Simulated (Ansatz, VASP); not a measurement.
## One calculation of ZrB2, two programs

File INCAR:

```
SYSTEM = ZrB2
PREC = Accurate
ENCUT = 600
EDIFF = 1E-7
ISMEAR = 0
SIGMA = 0.1
LREAL = .False.
LASPH = .True.
NELM = 80
ALGO = Normal
ISIF = 3
LWAVE = .False.
LCHARG = .False.
GGA = PE
IBRION = 2
NSW = 90
EDIFFG = -0.04
```

Contents of KPOINTS:

```
regular mesh
0
Gamma
  8 8 8
  0 0 0
```

The input POSCAR:

```
ZrB2
1.0
   -1.4569196309      1.4569196309      3.5740059695
    1.4569196309     -1.4569196309      3.5740059695
    1.4569196309      1.4569196309     -3.5740059695
Zr B
1 2
Direct
    0.0000000000      0.0000000000      0.0000000000
    0.6650000000      0.6650000000      0.0000000000
    0.3350000000      0.3350000000      0.0000000000
```

Input for Ansatz:

```yaml
crystal:
  lattice:
    - [-1.4569196309, 1.4569196309, 3.5740059695]
    - [1.4569196309, -1.4569196309, 3.5740059695]
    - [1.4569196309, 1.4569196309, -3.5740059695]
  atoms:
    - { symbol: Zr, position: [0.0, 0.0, 0.0] }
    - { symbol: B, position: [0.665, 0.665, 0.0] }
    - { symbol: B, position: [0.335, 0.335, 0.0] }
basis:
  ecutwfc: 420
kpoints:
  mp_grid: { grid: [8, 8, 8] }
hamiltonian:
  xc: pbe
scf:
  occupations: { method: gaussian, width: 0.1 }
  lower_state_search: "off"
output:
  forces: true
  stress: true
  eigenvalues: true
relax:
  adjacent_minimum: "off"
  f_tol: 0.04
  max_steps: 70
  cell: { stress_tol: 0.4 }
```

Alike in both runs: task relaxation of cell and atoms; functional PBE; k mesh 8 × 8 × 8; occupations gaussian, width 0.1 eV; no spin polarisation.

|  | VASP | Ansatz |
| --- | --- | --- |
| version | VASP 6.6.1 | Ansatz 0.2.0 |
| potentials or method | VASP PAW PBE potentials, release 64 (Zr_sv, B), cutoff 600 eV | scalar-relativistic, plane waves, PAW |
| valence electrons in the cell | 18 | 18 |

Ansatz gave:

* gap on the k mesh at the Fermi level, each at its own relaxed structure (eV): none
* relaxed volume (Å³/atom): 12.61
* relaxed length of the cell vector where the two differ most in proportion (Å): 3.999

**Question.** Which values does VASP return?

**Answer.** gap on the k mesh at the Fermi level, each at its own relaxed structure (eV): none; relaxed volume (Å³/atom): 12.64; relaxed length of the cell vector where the two differ most in proportion (Å): 4.001.

A gap of «none» marks a metal or a gap that the smearing closes.

The k mesh is coarse, so the values compare programs but aren't converged. Noted on VASP's run: the volume moved by over 15 % at a fixed basis, so the end points are rough.
